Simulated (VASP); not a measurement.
MnSe (rocksalt type), 2 atoms in the cell. The structure is cubic, space group Fm-3m (No. 225). The conventional cell has a = 4.612 Å, b = 4.612 Å, c = 4.612 Å, α = 90.00°, β = 90.00°, γ = 90.00°. Within 3.0 Å of Mn (site symmetry m-3m) lie 6 Se at 2.31 Å. Within 3.0 Å of Se (site symmetry m-3m) lie 6 Mn at 2.31 Å.  This cell differs from its parent crystal: volume scaled by 0.68.

* Program: VASP 6.6.1
* Task: single point
* Functional: PBEsol
* Potentials or basis: VASP PAW PBE potentials, release 64 (Mn_pv, Se)
* Cutoff: 520 eV
* k mesh: 15 × 15 × 15
* Occupations: fermi-dirac, width 0.08 eV
* Spin: collinear spin, ferromagnetic start
* Starting moments: [3.0, 0.0] μB
* Dipole correction: no
* Further INCAR settings: ALGO = Normal; EDIFF = 1e-07; NBANDS = 20

Potentials or basis: VASP PAW PBE potentials, release 64 (Mn_pv, Se).

Run with:

```console
$ cat potpaw_PBE.64/Mn_pv/POTCAR potpaw_PBE.64/Se/POTCAR > POTCAR
$ mpirun -np 1 vasp_std > vasp.out
```

Hardware: 1 thread of Intel(R) Xeon(R) Platinum 8488C (Sapphire Rapids), with other jobs on the host.

Q: Estimate the wall time of this run.

A: It took 48 s on 1 thread of Intel(R) Xeon(R) Platinum 8488C (Sapphire Rapids), on a shared host, peak memory 0.22 GiB. Counts: scf iterations 14, k points 120.
